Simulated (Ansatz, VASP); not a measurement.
# CaAl2Ge2: VASP beside Ansatz

INCAR

```
SYSTEM = CaAl2Ge2
PREC = Accurate
ENCUT = 520
EDIFF = 1E-6
ISMEAR = -1
SIGMA = 0.1
LREAL = .FALSE.
LASPH = .TRUE.
NELM = 60
ALGO = Normal
ISIF = 2
LWAVE = .FALSE.
LCHARG = .FALSE.
GGA = CA
NBANDS = 30
```

The input KPOINTS:

```
Automatic mesh
0
G
  6 6 4
  0 0 0
```

The input POSCAR:

```
CaAl2Ge2
1.0
    4.1759000000      0.0000000000      0.0000000000
   -2.0879500000      3.6164400000      0.0000000000
    0.0000000000      0.0000000000      7.1767000000
Ca Al Ge
1 2 2
Direct
    0.0000000000      0.0000000000      0.0000000000
    0.3333333333      0.6666666667      0.6293000000
    0.6666666667      0.3333333333      0.3707000000
    0.3333333333      0.6666666667      0.2621700000
    0.6666666667      0.3333333333      0.7378300000
```

Input for Ansatz:

```yaml
crystal:
  lattice:
    - [4.1759, 0.0, 0.0]
    - [-2.08795, 3.61644, 0.0]
    - [0.0, 0.0, 7.1767]
  atoms:
    - { symbol: Ca, position: [0.0, 0.0, 0.0] }
    - { symbol: Al, position: [0.3333333333333333, 0.6666666666666666, 0.6293] }
    - { symbol: Al, position: [0.6666666666666666, 0.3333333333333333, 0.3707] }
    - { symbol: Ge, position: [0.3333333333333333, 0.6666666666666666, 0.26217] }
    - { symbol: Ge, position: [0.6666666666666666, 0.3333333333333333, 0.73783] }
basis:
  ecutwfc: 500.0
kpoints:
  mp_grid:
    grid: [6, 6, 4]
hamiltonian:
  xc: lda
scf:
  occupations:
    method: fermi_dirac
    width: 0.1
output:
  stress: true
```

Alike in both runs: task single point; functional LDA; k mesh 6 × 6 × 4; occupations fermi-dirac, width 0.1 eV; no spin polarisation.

|  | VASP | Ansatz |
| --- | --- | --- |
| version | VASP 6.6.1 | Ansatz 0.2.0 |
| potentials or method | VASP PAW LDA potentials, release 64 (Ca_sv, Al, Ge_d), cutoff 520 eV | plane waves, PAW |
| valence electrons in the cell | 44 | 44 |

|  | VASP | Ansatz | Ansatz less VASP |
| --- | --- | --- | --- |
| pressure (GPa) | -3.1 | -3.1 | -0.10 |
| traceless stress, the component that is largest in VASP (GPa) | -0.79 | -0.79 | 0.000 |

LDA's correlation is that of Perdew and Zunger in VASP and of Perdew and Wang (1992) in Ansatz.
